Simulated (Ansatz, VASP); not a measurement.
InBiO: VASP beside Ansatz

Contents of INCAR:

```
SYSTEM = InBiO
  ALGO = Normal
  EDIFF = 1E-7
  EDIFFG = -0.04
  ENCUT = 600
  GGA = PE
  IBRION = 2
  ISIF = 3
  ISMEAR = 0
  LASPH = .TRUE.
  LCHARG = .FALSE.
  LREAL = .FALSE.
  LWAVE = .FALSE.
  NELM = 80
  NSW = 90
  PREC = Accurate
  SIGMA = 0.1
```

File KPOINTS:

```
k-points
0
G
  4 4 4
  0 0 0
```

POSCAR

```
InBiO
1.0
   -2.9266131700      2.9266131700      3.7400731300
    2.9266131700     -2.9266131700      3.7400731300
    2.9266131700      2.9266131700     -3.7400731300
In Bi O
2 2 2
Direct
    0.7923555700      0.7923555700      0.0000000000
    0.2076444300      0.2076444300      0.0000000000
    0.5000000000      0.0000000000      0.5000000000
    0.0000000000      0.5000000000      0.5000000000
    0.7500000000      0.2500000000      0.5000000000
    0.2500000000      0.7500000000      0.5000000000
```

Input for Ansatz:

```yaml
crystal:
  lattice:
    - [-2.92661317, 2.92661317, 3.74007313]
    - [2.92661317, -2.92661317, 3.74007313]
    - [2.92661317, 2.92661317, -3.74007313]
  atoms:
    - { symbol: In, position: [0.79235557, 0.79235557, 0.0] }
    - { symbol: In, position: [0.20764443, 0.20764443, 0.0] }
    - { symbol: Bi, position: [0.5, 0.0, 0.5] }
    - { symbol: Bi, position: [0.0, 0.5, 0.5] }
    - { symbol: O, position: [0.75, 0.25, 0.5] }
    - { symbol: O, position: [0.25, 0.75, 0.5] }
basis:
  ecutwfc: 420
kpoints:
  mp_grid: { grid: [4, 4, 4] }
hamiltonian:
  xc: pbe
scf:
  occupations: { method: gaussian, width: 0.1 }
  lower_state_search: "off"
output:
  forces: true
  stress: true
  eigenvalues: true
relax:
  adjacent_minimum: "off"
  f_tol: 0.04
  max_steps: 70
  cell: { stress_tol: 0.4 }
```

Alike in both runs: task relaxation of cell and atoms; functional PBE; k mesh 4 × 4 × 4; occupations gaussian, width 0.1 eV; no spin polarisation.

|  | VASP | Ansatz |
| --- | --- | --- |
| version | VASP 6.6.1 | Ansatz 0.2.0 |
| potentials or method | VASP PAW PBE potentials, release 64 (In_d, Bi_d, O), cutoff 600 eV | scalar-relativistic, plane waves, PAW |
| valence electrons in the cell | 68 | 68 |

```csv
,VASP,Ansatz,Ansatz less VASP
"gap on the k mesh at the Fermi level, each at its own relaxed structure (eV)",none,none,-
relaxed volume (Å³/atom),21.20,21.38,+0.181
relaxed cell length with the largest relative difference (Å),6.139,6.196,+0.0574
```

A gap of «none» marks a metal or a gap that the smearing closes.

The k mesh is coarse, so the values compare programs but aren't converged. Neither program's run includes spin-orbit coupling.
